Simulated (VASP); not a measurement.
# Ru (P6_3/mmc) in VASP: settings compared, part 2 of 2

VASP 6.6.1. Earlier steps stand in the parts before.

### Step 3. Single point, BLYP+D3(BJ)

This run uses another cell than the first one, of 13.61 Å³/atom, 1.003 times its volume.

INCAR

```
PREC = Accurate ; ENCUT = 520
EDIFF = 1E-7 ; ISMEAR = -1
SIGMA = 0.05 ; LREAL = False
LASPH = True ; NELM = 60
ALGO = Normal ; ISIF = 2
LWAVE = False ; LCHARG = False
GGA = B5 ; ALDAX = 1.0
AGGAX = 1.0 ; AGGAC = 1.0
ALDAC = 0.0 ; IVDW = 12
VDW_S6 = 1.0 ; VDW_S8 = 2.6996
VDW_A1 = 0.4298 ; VDW_A2 = 4.2359
NBANDS = 21
```

KPOINTS

```
Automatic mesh
0
Gamma
  11 11 6
```

POSCAR

```
Ru
1.0
    2.7085712112      0.0000000000      0.0000000000
   -1.3542856056      2.3456914769      0.0000000000
    0.0000000000      0.0000000000      4.2852118631
Ru
2
Direct
    0.6666666667      0.3333333333      0.7500000000
    0.3333333333      0.6666666667      0.2500000000
```

Potentials or basis: VASP PAW PBE potentials, release 64 (Ru_pv).

Started as:

```
$ cat potpaw_PBE.64/Ru_pv/POTCAR > POTCAR
$ mpirun -np 1 vasp_std > vasp.out
```

Run time: 20 s. Hardware: 1 thread of Intel Xeon 6975P-C (Granite Rapids), shared host; peak memory 0.16 GiB.

The run converged. Its results:

| Quantity | Value |
| --- | --- |
| Free energy | -18.6489 eV |
| Pressure | 0.7 GPa |
| Band gap on the k mesh | zero (band 14 reaches 14.80 eV, above the bottom of band 15 at 11.75 eV) |
| Dispersion energy per atom | -1.447 eV |

Stress tensor (GPa, compression positive):
```
0.67 0.00 0.00
0.00 0.67 0.00
0.00 0.00 0.80
```

Levels at points of the mesh, in eV from the Fermi level:
```csv
k point,band 10,band 11,band 12,band 13,band 14,band 15,band 16,band 17,band 18,band 19
"(0.00, 0.00, 0.00)",-2.53,-2.35,-1.86,-1.86,-1.34,-1.34,1.23,1.23,1.67,10.15
"(0.00, 0.00, 0.50)",-2.69,-2.69,-2.69,-2.54,-2.54,0.58,0.58,0.58,0.58,10.20
```

Caveat: the PAW data sets were made with another functional, which shifts forces and pressure a little; pairwise dispersion overbinds metals, which lowers pressure and volume.

### Step 4. Relaxation of cell and atoms, PBEsol+D4

INCAR

```
SYSTEM = Ru
ALGO = Normal
EDIFF = 1E-7
EDIFFG = -0.02
ENCUT = 600
GGA = PS
IBRION = 2
ISIF = 3
ISMEAR = -1
IVDW = 13
LASPH = .True.
LCHARG = .False.
LREAL = .False.
LWAVE = .False.
NELM = 80
NSW = 80
PREC = Accurate
SIGMA = 0.05
```

KPOINTS

```
k-points
0
Gamma
  11 11 6
  0 0 0
```

POSCAR

```
Ru
1.0
    2.7058000000      0.0000000000      0.0000000000
   -1.3529000000      2.3432915376      0.0000000000
    0.0000000000      0.0000000000      4.2819000000
Ru
2
Direct
    0.6666666667      0.3333333333      0.7500000000
    0.3333333333      0.6666666667      0.2500000000
```

Started as:

```
$ cat potpaw_PBE.64/Ru_pv/POTCAR > POTCAR
$ mpirun -np 1 vasp_std > vasp.out
```

It took 46 s on 1 thread of Intel Xeon 6975P-C (Granite Rapids), shared host; peak memory 0.18 GiB.

It converged, with:

- Free energy: -20.9622 eV
- Relaxed volume: 13.19 Å³/atom
- Relaxed cell: a = 2.681 Å, b = 2.681 Å, c = 4.240 Å, α = 90.00°, β = 90.00°, γ = 120.00°
- Space group after relaxing (to 0.05 Å): P6_3/mmc (No. 194)
- Energy gained by relaxing: 11.8 meV/atom
- Ionic steps: 4
- Pressure after relaxing: 0.0 GPa
- Band gap on the k mesh: zero (band 14 reaches 14.80 eV, above the bottom of band 15 at 11.58 eV)
- Dispersion energy per atom: -0.313 eV

Stress tensor (GPa, compression positive):
```
-0.17  0.00  0.00
 0.00 -0.17  0.00
 0.00  0.00  0.20
```

The path:
```tsv
step	energy change (eV)	largest force (eV/Å)	pressure (GPa)	volume (Å³)
1	0.0000	0.0000	-9.61	27.15
2	0.2476	0.0000	41.02	24.07
3	-0.0236	0.0000	-0.40	26.41
4	-0.0236	0.0000	-0.05	26.39
```

Final structure:
```
Ru
1.0
     2.68072    0.00000    0.00000
    -1.34036    2.32157    0.00000
     0.00000    0.00000    4.24010
Ru
2
Direct
  0.66667 0.33333 0.75000
  0.33333 0.66667 0.25000
```

Levels at points of the mesh, in eV from the Fermi level:
| k point | band 10 | band 11 | band 12 | band 13 | band 14 | band 15 | band 16 | band 17 | band 18 |
| --- | --- | --- | --- | --- | --- | --- | --- | --- | --- |
| (0.00, 0.00, 0.00) | -2.65 | -2.46 | -1.93 | -1.93 | -1.38 | -1.38 | 1.32 | 1.32 | 1.35 |
| (0.00, 0.00, 0.50) | -2.82 | -2.82 | -2.82 | -2.76 | -2.76 | 0.66 | 0.66 | 0.66 | 0.66 |

Caveat: the PAW data sets were made with another functional, which shifts forces and pressure a little; pairwise dispersion overbinds metals, which lowers pressure and volume.

### Step 5. Relaxation of cell and atoms, LDA

INCAR

```
ALGO = Normal
EDIFF = 1E-6
EDIFFG = -0.02
ENCUT = 600
GGA = CA
IBRION = 2
ISIF = 3
ISMEAR = -1
LASPH = True
LCHARG = False
LREAL = False
LWAVE = False
NELM = 60
NSW = 80
PREC = Accurate
SIGMA = 0.05
```

KPOINTS

```
k-points
0
Gamma
  11 11 6
```

POSCAR is that of step 4.

Potentials or basis: VASP PAW LDA potentials, release 64 (Ru_pv).

Started as:

```
$ cat potpaw_LDA.64/Ru_pv/POTCAR > POTCAR
$ mpirun -np 1 vasp_std > vasp.out
```

It took 34 s on 1 thread of Intel Xeon 6975P-C (Granite Rapids), shared host; peak memory 0.17 GiB.

The run converged. Its results:

| Item | Value |
| --- | --- |
| Free energy | -21.3872 eV |
| Relaxed volume | 13.13 Å³/atom |
| Relaxed cell | a = 2.676 Å, b = 2.676 Å, c = 4.232 Å, α = 90.00°, β = 90.00°, γ = 120.00° |
| Space group after relaxing (to 0.05 Å) | P6_3/mmc (No. 194) |
| Energy gained by relaxing | 16.6 meV/atom |
| Ionic steps | 4 |
| Pressure after relaxing | -0.1 GPa |
| Band gap on the k mesh | zero (band 14 reaches 14.91 eV, above the bottom of band 15 at 11.66 eV) |

Stress tensor (GPa, compression positive):
```
-0.20  0.00  0.00
 0.00 -0.20  0.00
 0.00  0.00  0.16
```

The path:
```tsv
step	energy change (eV)	largest force (eV/Å)	pressure (GPa)	volume (Å³)
1	0.0000	0.0000	-11.44	27.15
2	0.3705	0.0000	52.54	23.51
3	-0.0332	0.0000	-0.58	26.29
4	-0.0333	0.0000	-0.08	26.25
```

Final structure:
```yaml
crystal:
  lattice:
    - [2.67641, 0.00000, 0.00000]
    - [-1.33821, 2.31784, 0.00000]
    - [0.00000, 0.00000, 4.23217]
  atoms:
    - { symbol: Ru, position: [0.66667, 0.33333, 0.75000] }
    - { symbol: Ru, position: [0.33333, 0.66667, 0.25000] }
```

Levels at points of the mesh, in eV from the Fermi level:
```tsv
k point	band 12	band 13	band 14	band 15	band 16	band 17
(0.00, 0.00, 0.00)	-1.95	-1.95	-1.40	-1.40	1.33	1.33
(0.00, 0.00, 0.50)	-2.85	-2.76	-2.76	0.66	0.66	0.66
```

LDA usually gives volumes a few per cent too small. Zero-point motion and thermal expansion aren't in these numbers.

### Step 6. Single point, r2SCAN+D3(BJ)

POSCAR is that of step 5.

INCAR.step1

```
PREC     = Accurate       # precision mode
ENCUT    = 660            # plane-wave cutoff, eV
ISMEAR   = -1             # smearing method
SIGMA    = 0.05           # smearing width, eV
LREAL    = False          # projectors in reciprocal space
LASPH    = True           # aspherical terms in the spheres
NELM     = 120            # most SCF steps
NBANDS   = 23             # bands
GGA      = PE             # functional
ALGO     = Normal         # electronic algorithm
EDIFF    = 1E-5           # SCF threshold, eV
LWAVE    = True           # write WAVECAR
LCHARG   = False          # write CHGCAR
GGA_COMPAT= False
```

INCAR.step2

```
PREC     = Accurate       # precision mode
ENCUT    = 660            # plane-wave cutoff, eV
EDIFF    = 1E-6           # SCF threshold, eV
ISMEAR   = -1             # smearing method
SIGMA    = 0.05           # smearing width, eV
LREAL    = False          # projectors in reciprocal space
LASPH    = True           # aspherical terms in the spheres
NELM     = 120            # most SCF steps
ALGO     = Normal         # electronic algorithm
ISIF     = 2              # what is computed and relaxed
LWAVE    = False          # write WAVECAR
LCHARG   = False          # write CHGCAR
METAGGA  = R2SCAN         # meta-GGA
LMIXTAU  = True         
IVDW     = 12             # dispersion correction
VDW_S6   = 1.0          
VDW_S8   = 0.78981345   
VDW_A1   = 0.49484001   
VDW_A2   = 5.73083694   
NBANDS   = 23             # bands
ISTART   = 1            
GGA_COMPAT= False
```

KPOINTS

```
Automatic mesh
0
Gamma
  11 11 6
```

Potentials or basis: VASP PAW PBE potentials, release 64 (Ru_sv).

Started as:

```
$ cat potpaw_PBE.64/Ru_sv/POTCAR > POTCAR
$ cp INCAR.step1 INCAR
$ mpirun -np 1 vasp_std > vasp.out
$ cp INCAR.step2 INCAR
$ mpirun -np 1 vasp_std > vasp.out
```

It took 97 s on 1 thread of Intel Xeon 6975P-C (Granite Rapids), shared host; peak memory 0.19 GiB.

The run converged. Its results:

```yaml
Free_energy: -51.5241 eV
Pressure: -5.4 GPa
Band_gap_on_the_k_mesh: zero (band 16 reaches 16.60 eV, above the bottom of band 17 at 13.40 eV)
Dispersion_energy_per_atom: -0.294 eV
```

Stress tensor (GPa, compression positive):
```
-5.04  0.00  0.00
 0.00 -5.04  0.00
 0.00  0.00 -6.02
```

Levels at points of the mesh, in eV from the Fermi level:
| k point | band 13 | band 14 | band 15 | band 16 | band 17 | band 18 | band 19 | band 20 |
| --- | --- | --- | --- | --- | --- | --- | --- | --- |
| (0.00, 0.00, 0.00) | -2.44 | -1.92 | -1.92 | -1.39 | -1.39 | 1.30 | 1.30 | 1.41 |
| (0.00, 0.00, 0.50) | -2.80 | -2.80 | -2.75 | -2.75 | 0.63 | 0.63 | 0.63 | 0.63 |

Caveat: the PAW data sets were made with another functional, which shifts forces and pressure a little; pairwise dispersion overbinds metals, which lowers pressure and volume.

### Step 7. Overview

```csv
task,level,potentials or basis,cell,cutoff (eV),smearing,second run,gap on the mesh (eV),pressure (GPa),relaxed volume (Å³/atom)
single point,PBE,"VASP PAW PBE potentials, release 64 (Ru_pv)","a = 2.706, b = 2.706, c = 4.282 Å, angles 90.0, 90.0, 120.0°, 2 atoms",520,gaussian 0.019 eV,-,none,4.4,-
single point,BLYP+D3(BJ),"VASP PAW PBE potentials, release 64 (Ru_pv)","a = 2.709, b = 2.709, c = 4.285 Å, angles 90.0, 90.0, 120.0°, 2 atoms",520,fermi-dirac 0.05 eV,-,none,0.7,-
relaxation of cell and atoms,PBEsol+D4,"VASP PAW PBE potentials, release 64 (Ru_pv)","relaxed from a = 2.706, b = 2.706, c = 4.282 Å, angles 90.0, 90.0, 120.0°, 2 atoms",600,fermi-dirac 0.05 eV,-,none,0.0,13.19
relaxation of cell and atoms,LDA,"VASP PAW LDA potentials, release 64 (Ru_pv)","relaxed from a = 2.706, b = 2.706, c = 4.282 Å, angles 90.0, 90.0, 120.0°, 2 atoms",600,fermi-dirac 0.05 eV,-,none,-0.1,13.13
single point,r2SCAN+D3(BJ),"VASP PAW PBE potentials, release 64 (Ru_sv)","a = 2.706, b = 2.706, c = 4.282 Å, angles 90.0, 90.0, 120.0°, 2 atoms",660,fermi-dirac 0.05 eV,valence_matched,none,-5.4,-
```

Alike in all rows: no spin polarisation; k mesh 11 × 11 × 6.

Caveats: the PAW data sets were made with another functional, which shifts forces and pressure a little (some runs); pairwise dispersion overbinds metals, which lowers pressure and volume (some runs).

Absolute energies hang on the potentials; compare differences alone.
